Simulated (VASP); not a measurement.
Crystal: Si.

```
Si
1.0
     0.00000    2.64046    2.64046
     2.64046    0.00000    2.64046
     2.64046    2.64046    0.00000
Si
2
Direct
  0.00000 0.00000 0.00000
  0.25000 0.25000 0.25000
```

This cell differs from its parent crystal: strain -3.0%.

Base run:

* Program: VASP 6.6.1
* Functional: HSE06
* Potentials or basis: VASP PAW PBE potentials, release 64 (Si)
* Cutoff: 520 eV
* k mesh: 6 × 6 × 6
* Occupations: gaussian, width 0.01 eV
* Spin: no spin polarisation

Its results: band gap on the k mesh 1.11 eV, indirect (least direct gap 3.37 eV); pressure 10.2 GPa.

**Question.** The run is repeated on the same cell with these changes: functional from HSE06 to PBE; cutoff from 520 eV to 500 eV; k mesh from 6 × 6 × 6 to 4 × 4 × 4. What comes out?

**Answer.** Band gap on the k mesh 0.51 eV, indirect (least direct gap 2.57 eV); pressure 12.6 GPa.

Several settings changed at once, so the effect can't be laid on one alone.

Caveats: some runs use coarse meshes; the PAW data sets were made with another functional, which shifts forces and pressure a little (some runs).

A k mesh can miss the band edges.
